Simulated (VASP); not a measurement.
# SnC3: single point with r2SCAN

The system is SnC3.

```
C Sn
1.0
     1.59768    0.92242    5.27278
    -1.59768    0.92242    5.27278
     0.00000   -1.84484    5.27278
C Sn
3 1
Direct
  0.01426 0.01426 0.01426
  0.47755 0.47755 0.47755
  0.38333 0.38333 0.38333
  0.87486 0.87486 0.87486
```

This cell differs from its parent crystal: volume changed by +6%.

- Program: VASP 6.6.1
- Task: single point
- Functional: r2SCAN
- Potentials or basis: VASP PAW PBE potentials, release 64 (C, Sn_d)
- Cutoff: 520 eV
- k mesh: 8 × 8 × 8
- Occupations: fermi-dirac, width 0.02 eV
- Spin: no spin polarisation
- Dipole correction: no
- Further INCAR settings: ALGO = Normal; EDIFF = 1e-06; NBANDS = 21

- Pressure: -9.2 GPa
- Largest force: 0.511 eV/Å
- Band gap on the k mesh: zero (band 13 reaches 8.49 eV, above the bottom of band 14 at 8.27 eV)

Forces on the atoms (eV/Å):
```
C    0.000  0.000 -0.027
C    0.000  0.000 -0.081
C    0.000  0.000  0.511
Sn   0.000  0.000 -0.402
```

Stress tensor (GPa, compression positive):
```
 -7.41   0.00   0.00
  0.00  -7.41   0.00
  0.00   0.00 -12.85
```

Levels at points of the mesh, in eV from the Fermi level:
```
           k point  band 11  band 12  band 13  band 14  band 15  band 16
(0.00, 0.00, 0.00)    -2.39    -0.32     0.15     0.15     2.12     3.66
(0.50, 0.00, 0.00)    -5.19    -4.95    -2.10     1.39     3.58     4.90
(0.50, 0.50, 0.00)    -5.28    -2.44    -1.24     0.59     1.24     3.31
(0.50, 0.50, 0.50)    -3.36    -0.37    -0.37    -0.01     2.99     4.14
```

Wall time 4.8 min on 1 thread of Intel(R) Xeon(R) 6975P-C (Granite Rapids) (shared host), peak memory 0.31 GiB.

Caveat: the PAW data sets were made with another functional, which shifts forces and pressure a little; spin-orbit coupling is left out, which moves the levels of the heavy elements.
